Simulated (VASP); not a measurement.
Cd: single point with pbesol exchange, lda correlation

The system is Cd.

```
Cd
1.0
     0.00000    2.09907    2.09907
     2.09907    0.00000    2.09907
     2.09907    2.09907    0.00000
Cd
1
Direct
  0.00000 0.00000 0.00000
```

This isn't the form of Cd at room conditions, which is hcp.

| Item | Value |
| --- | --- |
| Program | VASP 6.6.1 |
| Task | single point |
| Functional | pbesol exchange, lda correlation |
| Potentials or basis | VASP PAW PBE potentials, release 64 (Cd) |
| Cutoff | 500 eV |
| k mesh | 9 × 9 × 9 |
| Occupations | methfessel-paxton, width 0.1 eV |
| Spin | no spin polarisation |
| Dipole correction | no |
| Further INCAR settings | ALGO = Normal; EDIFF = 1e-06; NBANDS = 12 |

| Item | Value |
| --- | --- |
| Pressure | 20.7 GPa |
| Band gap on the k mesh | zero (bands 6 and 7 overlap by 1.41 eV) |

Levels at points of the mesh, in eV from the Fermi level:
| k point | band 4 | band 5 | band 6 | band 7 | band 8 | band 9 |
| --- | --- | --- | --- | --- | --- | --- |
| (0.00, 0.00, 0.00) | -9.78 | -9.14 | -9.14 | 14.68 | 16.60 | 16.60 |

It took 4.5 s on 1 thread of AMD EPYC 9R45 96-Core Processor (Zen 5), with other jobs on the host, peak memory 0.11 GiB.

Caveat: the cell stands under pressure; the PAW data sets were made with another functional, which shifts forces and pressure a little.
